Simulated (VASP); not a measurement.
# Sc (Fd-3m) in VASP: further runs

Runs on Sc. Level: PBE. Tasks: single point, relaxation of cell and atoms.

Everything below comes from runs of VASP 6.6.1. Logs are shortened: lines on timing, memory, paths and dates and some standing lists are left out, and cuts for length are marked.

**1. The cell of the first run**

Symmetry: Fd-3m, No. 227, cubic system. The conventional cell has a = 6.534 Å, b = 6.534 Å, c = 6.534 Å, α = 90.00°, β = 90.00°, γ = 90.00°. Sc (site symmetry -43m) has 4 Sc at 2.83 Å within 3.7 Å.

This isn't the form of Sc at room conditions, which is hcp.

**2. Single point, PBE (34.87 Å³/atom)**

INCAR

```
SYSTEM = Sc
  ALGO = Normal
  EDIFF = 1E-6
  ENCUT = 520
  GGA = PE
  ISIF = 2
  ISMEAR = -1
  LASPH = .TRUE.
  LCHARG = .TRUE.
  LELF = .TRUE.
  LREAL = .FALSE.
  LVHAR = .TRUE.
  LWAVE = .FALSE.
  NBANDS = 18
  NELM = 100
  PREC = Accurate
  SIGMA = 0.08
```

KPOINTS

```
k-points
0
G
  12 12 12
  0 0 0
```

POSCAR

```
Sc
1.0
    0.0000000000      3.2670260426      3.2670260426
    3.2670260426      0.0000000000      3.2670260426
    3.2670260426      3.2670260426      0.0000000000
Sc
2
Direct
   -0.1250000000     -0.1250000000     -0.1250000000
    0.1250000000      0.1250000000      0.1250000000
```

Potentials or basis: VASP PAW PBE potentials, release 64 (Sc_sv).

Launch:

```bash
cat potpaw_PBE.64/Sc_sv/POTCAR > POTCAR
mpirun -np 1 vasp_std > vasp.out
```

OUTCAR:

```text
SYSTEM = Sc
   EDIFF = 1E-6
   ENCUT = 520
   GGA = PE
   ISIF = 2
   ISMEAR = -1
   LASPH = .TRUE.
   LREAL = .FALSE.
   NELM = 100
   PREC = Accurate

 ion  position               nearest neighbor table
   1  0.875  0.875  0.875-   2 2.83   2 2.83   2 2.83   2 2.83
   2  0.125  0.125  0.125-   1 2.83   1 2.83   1 2.83   1 2.83

  LATTYP: Found a face centered cubic cell.
 ALAT       =     6.5340520852

  Lattice vectors:

 A1 = (   0.0000000000,   3.2670260426,   3.2670260426)
 A2 = (   3.2670260426,   0.0000000000,   3.2670260426)
 A3 = (   3.2670260426,   3.2670260426,   0.0000000000)

Analysis of symmetry for initial positions (statically):
=====================================================================
 Subroutine PRICEL returns:
 Original cell was already a primitive cell.

 Routine SETGRP: Setting up the symmetry group for a
 face centered cubic supercell.

 Subroutine GETGRP returns: Found 48 space group operations
 (whereof 12 operations were pure point group operations)
 out of a pool of 48 trial point group operations.

The static configuration has the point symmetry D_3d.
 The point group associated with its full space group is O_h .

Analysis of symmetry for dynamics (positions and initial velocities):
=====================================================================
 Subroutine PRICEL returns:
 Original cell was already a primitive cell.

 Routine SETGRP: Setting up the symmetry group for a
 face centered cubic supercell.

 Subroutine GETGRP returns: Found 48 space group operations
 (whereof 12 operations were pure point group operations)
 out of a pool of 48 trial point group operations.

The dynamic configuration has the point symmetry D_3d.
 The point group associated with its full space group is O_h .

 Subroutine INISYM returns: Found 48 space group operations
 (whereof 12 operations are pure point group operations),
 and found     1 'primitive' translations

----------------------------------------------------------------------------------------

                                     Primitive cell

  volume of cell :      69.7409

  direct lattice vectors                    reciprocal lattice vectors
     0.000000000  3.267026043  3.267026043    -0.153044388  0.153044388  0.153044388
     3.267026043  0.000000000  3.267026043     0.153044388 -0.153044388  0.153044388
     3.267026043  3.267026043  0.000000000     0.153044388  0.153044388 -0.153044388

  length of vectors
     4.620272538  4.620272538  4.620272538     0.265080655  0.265080655  0.265080655

  position of ions in fractional coordinates (direct lattice)
     0.875000000  0.875000000  0.875000000
     0.125000000  0.125000000  0.125000000

  ion indices of the primitive-cell ions
   primitive index   ion index
                 1           1
                 2           2

----------------------------------------------------------------------------------------

 KPOINTS: k-points

Automatic generation of k-mesh.
 Grid dimensions read from file:
 generate k-points for:   12   12   12

 Generating k-lattice:

  Cartesian coordinates                     Fractional coordinates (reciprocal lattice)
    -0.012753699  0.012753699  0.012753699     0.083333333  0.000000000  0.000000000
     0.012753699 -0.012753699  0.012753699     0.000000000  0.083333333  0.000000000
     0.012753699  0.012753699 -0.012753699     0.000000000  0.000000000  0.083333333

  Length of vectors
     0.022090055  0.022090055  0.022090055

  Shift w.r.t. Gamma in fractional coordinates (k-lattice)
     0.000000000  0.000000000  0.000000000

 Subroutine IBZKPT returns following result:
 ===========================================

 Found     72 irreducible k-points:

 Following reciprocal coordinates:
            Coordinates               Weight
  0.000000  0.000000  0.000000      1.000000
  0.083333  0.000000  0.000000      8.000000
  0.166667  0.000000  0.000000      8.000000
  0.250000  0.000000  0.000000      8.000000
  0.333333  0.000000  0.000000      8.000000
  0.416667  0.000000  0.000000      8.000000
[... 16 lines left out ...]
  0.500000  0.166667  0.000000     24.000000
 -0.416667  0.166667  0.000000     24.000000
 [... further k-points ...]
   k-points           NKPTS =     72   k-points in BZ     NKDIM =     72   number of bands    NBANDS=     18
   number of dos      NEDOS =    301   number of ions     NIONS =      2
   total plane-waves  NPLWV =  46656
   dimension x,y,z NGX =    36 NGY =   36 NGZ =   36
   dimension x,y,z NGXF=    72 NGYF=   72 NGZF=   72
   ions per type =               2
   NGX,Y,Z   is equivalent  to a cutoff of  12.95, 12.95, 12.95 a.u.
   NGXF,Y,Z  is equivalent  to a cutoff of  25.91, 25.91, 25.91 a.u.
 SYSTEM =  Sc
   PREC   = accura    normal or accurate (medium, high low for compatibility)
   ISTART =      0    job   : 0-new  1-cont  2-samecut
   ICHARG =      2    charge: 1-file 2-atom 10-const
   ISPIN  =      1    spin polarized calculation?
   LNONCOLLINEAR =      F non collinear calculations
   LSORBIT =      F    spin-orbit coupling
   LASPH  =      T    aspherical Exc in radial PAW
   ENCUT  =  520.0 eV  38.22 Ry    6.18 a.u.   8.59  8.59  8.59*2*pi/ulx,y,z
   NELM   =    100;   NELMIN=  2; NELMDL= -5     # of ELM steps
   EDIFF  = 0.1E-05   stopping-criterion for ELM
   LREAL  =      F    real-space projection
   EDIFFG = 0.1E-04   stopping-criterion for IOM
   NSW    =      0    number of steps for IOM
   IBRION =     -1    ionic relax: 0-MD 1-quasi-New 2-CG
   NFREE  =      0    steps in history (QN), initial steepest desc. (CG)
   ISIF   =      2    stress and relaxation
   ISYM   =      2    0-nonsym 1-usesym 2-fastsym
   POTIM  = 0.5000    time-step for ionic-motion
   TEBEG  =    0.0;   TEEND  =   0.0 temperature during run
   PSTRESS=    0.0 pullay stress
   NELECT =      22.0000    total number of electrons
   NUPDOWN=      -1.0000    fix difference up-down
   EMIN   =  10.00;   EMAX   =-10.00  energy-range for DOS
   EFERMI =   0.00;   METHOD = LEGACY
   ISMEAR =    -1;   SIGMA  =   0.08  broadening in eV -4-tet -1-fermi 0-gaus
   EFERMI_NEDOS =   21; number of points for ismear=-14 and -15
   IALGO  =     38    algorithm
   IMIX   =      4    mixing-type and parameters
     AMIX     =   0.40;   BMIX     =  1.00
     AMIX_MAG =   1.60;   BMIX_MAG =  1.00
  volume/ion in A,a.u.               =      34.87       235.32
  Fermi-wavevector in a.u.,A,eV,Ry     =   1.114431  2.105969 16.897839  1.241956
  Thomas-Fermi vector in A             =   2.251026
   LORBIT       =      0    0 simple, 1 ext, 2 COOP (PROOUT), +10 PAW based schemes
   GGA     = PE    functional components
   LHFCALC =     F    Hartree Fock is set to
   AEXX    =    0.0000 exact exchange contribution
   IVDW    =     0    specifies the selected vdW correction
   LEPSILON=     F    determine dielectric tensor
   LRPA    =     F    only Hartree local field effects (RPA)
 non-spin polarized calculation
  energy-cutoff  :      520.00
  volume of cell :       69.74
 maximum number of plane-waves:      1899
   NGX = 17   NGY = 17   NGZ = 17

 number of electron      21.9999993 magnetization

 Free energy of the ion-electron system (eV)
  ---------------------------------------------------
  ext. energy  EPLUGINS =         0.00000000
  ---------------------------------------------------
  free energy    TOTEN  =        -8.57659889 eV

  energy without entropy =       -8.45569881  energy(sigma->0) =       -8.51614885

 E-fermi :   1.7029     XC(G=0):  -8.3669

 val. band max:        1.7025114246   @ k =   0.5000   0.0000   0.0000
 cond. band min:       1.7154227196   @ k =   0.3333   0.3333   0.0000
 fundamental gap:      0.0129112949
 Fermi energy:         1.7029396232

 k-point     1 :       0.0000    0.0000    0.0000
  band No.  band energies     occupation
      1     -48.2617      2.00000
      2     -48.0577      2.00000
      3     -27.0245      2.00000
      4     -27.0245      2.00000
      5     -27.0245      2.00000
      6     -26.6477      2.00000
[... 10 lines left out ...]
     17       3.2786      0.00000
     18       5.0855      0.00000

 k-point     2 :       0.0833    0.0000    0.0000
  band No.  band energies     occupation
      1     -48.2592      2.00000
      2     -48.0603      2.00000
      3     -27.0276      2.00000
      4     -27.0276      2.00000
      5     -27.0241      2.00000
      6     -26.6486      2.00000
[... 10 lines left out ...]
     17       3.2723      0.00000
     18       5.0794      0.00000

 k-point     3 :       0.1667    0.0000    0.0000
  band No.  band energies     occupation
      1     -48.2517      2.00000
      2     -48.0678      2.00000
      3     -27.0360      2.00000
      4     -27.0360      2.00000
      5     -27.0233      2.00000
      6     -26.6511      2.00000
[... 10 lines left out ...]
     17       3.2787      0.00000
     18       5.0568      0.00000

 k-point     4 :       0.2500    0.0000    0.0000
  band No.  band energies     occupation
      1     -48.2405      2.00000
      2     -48.0792      2.00000
      3     -27.0468      2.00000
      4     -27.0468      2.00000
      5     -27.0224      2.00000
      6     -26.6543      2.00000
[... 10 lines left out ...]
     17       3.3622      0.00000
     18       5.0063      0.00000

 k-point     5 :       0.3333    0.0000    0.0000
  band No.  band energies     occupation
      1     -48.2274      2.00000
      2     -48.0924      2.00000
      3     -27.0572      2.00000
      4     -27.0572      2.00000
      5     -27.0216      2.00000
      6     -26.6573      2.00000
[... 10 lines left out ...]
     17       3.5525      0.00000
     18       4.9160      0.00000

 k-point     6 :       0.4167    0.0000    0.0000
  band No.  band energies     occupation
      1     -48.2158      2.00000
      2     -48.1040      2.00000
      3     -27.0644      2.00000
      4     -27.0644      2.00000
      5     -27.0212      2.00000
      6     -26.6594      2.00000
[... 10 lines left out ...]
     17       3.7784      0.00000
     18       4.7953      0.00000

 k-point     7 :       0.5000    0.0000    0.0000
  band No.  band energies     occupation
      1     -48.2110      2.00000
      2     -48.1090      2.00000
      3     -27.0670      2.00000
      4     -27.0670      2.00000
      5     -27.0211      2.00000
      6     -26.6601      2.00000
[... 10 lines left out ...]
     17       3.8919      0.00000
     18       4.7250      0.00000

 k-point     8 :       0.0833    0.0833    0.0000
  band No.  band energies     occupation
      1     -48.2583      2.00000
      2     -48.0612      2.00000
      3     -27.0314      2.00000
      4     -27.0314      2.00000
      5     -27.0183      2.00000
      6     -26.6546      2.00000
[... 10 lines left out ...]
     17       3.2882      0.00000
     18       5.0359      0.00000
[... 229 lines left out ...]
     17       3.3363      0.00000
     18       4.8513      0.00000

 k-point    20 :       0.2500    0.1667    0.0000
  band No.  band energies     occupation
      1     -48.2394      2.00000
      2     -48.0803      2.00000
      3     -27.0607      2.00000
      4     -27.0601      2.00000
      5     -26.9893      2.00000
      6     -26.6871      2.00000
[... 10 lines left out ...]
     17       3.4175      0.00000
     18       4.7288      0.00000

 k-point    21 :       0.3333    0.1667    0.0000
  band No.  band energies     occupation
      1     -48.2274      2.00000
      2     -48.0924      2.00000
      3     -27.0740      2.00000
      4     -27.0701      2.00000
      5     -26.9794      2.00000
      6     -26.6980      2.00000
[... 10 lines left out ...]
     17       3.6055      0.00000
     18       4.6072      0.00000

 k-point    22 :       0.4167    0.1667    0.0000
  band No.  band energies     occupation
      1     -48.2143      2.00000
      2     -48.1056      2.00000
      3     -27.0868      2.00000
      4     -27.0767      2.00000
      5     -26.9715      2.00000
      6     -26.7066      2.00000
[... 10 lines left out ...]
     17       3.8099      0.00000
     18       4.5421      0.00000

 k-point    23 :       0.5000    0.1667    0.0000
  band No.  band energies     occupation
      1     -48.2041      2.00000
      2     -48.1158      2.00000
      3     -27.0961      2.00000
      4     -27.0785      2.00000
      5     -26.9676      2.00000
      6     -26.7109      2.00000
[... 10 lines left out ...]
     17       3.7956      0.00000
     18       4.6829      0.00000

 k-point    24 :      -0.4167    0.1667    0.0000
  band No.  band energies     occupation
      1     -48.2027      2.00000
      2     -48.1173      2.00000
      3     -27.0996      2.00000
      4     -27.0750      2.00000
      5     -26.9694      2.00000
      6     -26.7089      2.00000
[... 10 lines left out ...]
     17       3.8219      0.00000
     18       4.5809      0.00000

 [... further k-points ...]

------------------------ aborting loop because EDIFF is reached ----------------------------------------

  FORCE on cell =-STRESS in cart. coord.  units (eV):
  Direction    XX          YY          ZZ          XY          YZ          ZX
  --------------------------------------------------------------------------------------
  -------------------------------------------------------------------------------------
  Total        0.0161883      0.0161883      0.0161883     -0.0000000      0.0000000     -0.0000000
  in kB        0.3718980      0.3718980      0.3718980     -0.0000000      0.0000000     -0.0000000
  external PRESSURE =       0.3718980 kB  Pullay stress =       0.0000000 kB

 VOLUME and BASIS-vectors are now :
 -----------------------------------------------------------------------------
  energy-cutoff  :      520.00
  volume of cell :       69.74
      direct lattice vectors                 reciprocal lattice vectors
     0.000000000  3.267026043  3.267026043    -0.153044388  0.153044388  0.153044388
     3.267026043  0.000000000  3.267026043     0.153044388 -0.153044388  0.153044388
     3.267026043  3.267026043  0.000000000     0.153044388  0.153044388 -0.153044388

 POSITION                                       TOTAL-FORCE (eV/Angst)
 -----------------------------------------------------------------------------------
      5.71730      5.71730      5.71730         0.000000      0.000000      0.000000
      0.81676      0.81676      0.81676        -0.000000     -0.000000     -0.000000
 -----------------------------------------------------------------------------------
    total drift:                                0.000000      0.000000      0.000000

  FREE ENERGIE OF THE ION-ELECTRON SYSTEM (eV)
  ---------------------------------------------------
  free  energy   TOTEN  =        -8.5765988888 eV

  energy  without entropy=       -8.4556988083  energy(sigma->0) =       -8.51614885
```

It took 41 s on 1 thread of Intel Xeon 6975P-C (Granite Rapids), shared host; peak memory 0.24 GiB.

Results:

* Free energy: -8.5766 eV
* Pressure: 0.0 GPa
* Band gap on the k mesh: zero (bands 11 and 12 overlap by 0.69 eV)

[end of part 1 of 2]
